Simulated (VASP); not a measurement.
GaN, 4 atoms in the cell. Symmetry: P6_3mc, No. 186, hexagonal system. The conventional cell has a = 3.183 Å, b = 3.183 Å, c = 5.184 Å, α = 90.00°, β = 90.00°, γ = 120.00°. Within 2.6 Å of Ga (site symmetry 3m) lie 4 N at 1.95 Å. Within 2.6 Å of N (site symmetry 3m) lie 4 Ga at 1.95 Å. 

| Quantity | Value |
| --- | --- |
| Program | VASP 6.6.1 |
| Task | single point |
| Functional | r2SCAN |
| Potentials or basis | VASP PAW PBE potentials, release 64 (Ga_d, N) |
| Cutoff | 520 eV |
| k mesh | 12 × 12 × 6 |
| Occupations | gaussian, width 0.01 eV |
| Spin | no spin polarisation |
| Dipole correction | no |
| Further INCAR settings | ALGO = Normal; EDIFF = 1e-06; NBANDS = 26 |

Potentials or basis: VASP PAW PBE potentials, release 64 (Ga_d, N).

Command:

```console
$ cat potpaw_PBE.64/Ga_d/POTCAR potpaw_PBE.64/N/POTCAR > POTCAR
$ cp INCAR.step1 INCAR
$ mpirun -np 1 vasp_std > vasp.out
$ cp INCAR.step2 INCAR
$ mpirun -np 1 vasp_std > vasp.out
```

Hardware: 1 thread of Intel(R) Xeon(R) 6975P-C (Granite Rapids), on a shared host.

Question: How long does it take, and how much memory?

Answer: Wall time 3.2 min on 1 thread of Intel(R) Xeon(R) 6975P-C (Granite Rapids), with other jobs on the host, peak memory 0.21 GiB. Counts: k points 76.
